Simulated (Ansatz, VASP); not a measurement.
**SrCu2Sb2: VASP beside Ansatz**

Contents of INCAR:

```
ALGO = Normal
EDIFF = 1E-6
ENCUT = 520
GGA = CA
ISIF = 2
ISMEAR = 1
LASPH = T
LCHARG = T
LELF = T
LREAL = F
LVHAR = T
LWAVE = F
NBANDS = 53
NELM = 80
PREC = Accurate
SIGMA = 0.1
```

The input KPOINTS:

```
k-points
0
Gamma
  6 6 3
```

File POSCAR:

```
SrCu2Sb2
1.0
    4.5045462186      0.0000000000      0.0000000000
    0.0000000000      4.5045462186      0.0000000000
    0.0000000000      0.0000000000     10.6139750122
Sr Cu Sb
2 4 4
Direct
    0.5000000000      0.0000000000      0.2366100000
    0.0000000000      0.5000000000      0.7633900000
    0.5000000000      0.0000000000      0.6329100000
    0.0000000000      0.0000000000      0.0000000000
    0.0000000000      0.5000000000      0.3670900000
    0.5000000000      0.5000000000      0.0000000000
    0.0000000000      0.5000000000      0.1285300000
    0.5000000000      0.5000000000      0.5000000000
    0.0000000000      0.0000000000      0.5000000000
    0.5000000000      0.0000000000      0.8714700000
```

Input for Ansatz:

```yaml
crystal:
  lattice:
    - [4.504546218612901, 0.0, 0.0]
    - [0.0, 4.504546218612901, 0.0]
    - [0.0, 0.0, 10.613975012172206]
  atoms:
    - { symbol: Sr, position: [0.5, 0.0, 0.23661] }
    - { symbol: Sr, position: [0.0, 0.5, 0.76339] }
    - { symbol: Cu, position: [0.5, 0.0, 0.63291] }
    - { symbol: Cu, position: [0.0, 0.0, 0.0] }
    - { symbol: Cu, position: [0.0, 0.5, 0.36709] }
    - { symbol: Cu, position: [0.5, 0.5, 0.0] }
    - { symbol: Sb, position: [0.0, 0.5, 0.12853] }
    - { symbol: Sb, position: [0.5, 0.5, 0.5] }
    - { symbol: Sb, position: [0.0, 0.0, 0.5] }
    - { symbol: Sb, position: [0.5, 0.0, 0.87147] }
basis:
  ecutwfc: 500.0
kpoints:
  mp_grid:
    grid: [6, 6, 3]
hamiltonian:
  xc: lda
scf:
  occupations:
    method: methfessel_paxton
output:
  stress: true
```

Alike in both runs: task single point; functional LDA; k mesh 6 × 6 × 3; no spin polarisation.

```csv
,VASP,Ansatz
version,VASP 6.6.1,Ansatz 0.2.0
potentials or method,"VASP PAW LDA potentials, release 64 (Sr_sv, Cu, Sb), cutoff 520 eV","plane waves, PAW"
occupations,"methfessel-paxton of order 1, width 0.1 eV",methfessel-paxton of order 1
valence electrons in the cell,84,156
```

|  | VASP | Ansatz | Ansatz less VASP |
| --- | --- | --- | --- |
| pressure (GPa) | -1.3 | -1.8 | -0.46 |
| traceless stress, the component that is largest in VASP (GPa) | -0.17 | -0.21 | -0.037 |

LDA's correlation is that of Perdew and Zunger in VASP and of Perdew and Wang (1992) in Ansatz. VASP's potentials hold 84 valence electrons a cell and Ansatz's 156, so a difference there can come from the potentials and not from the codes.

Spin-orbit coupling is off throughout.
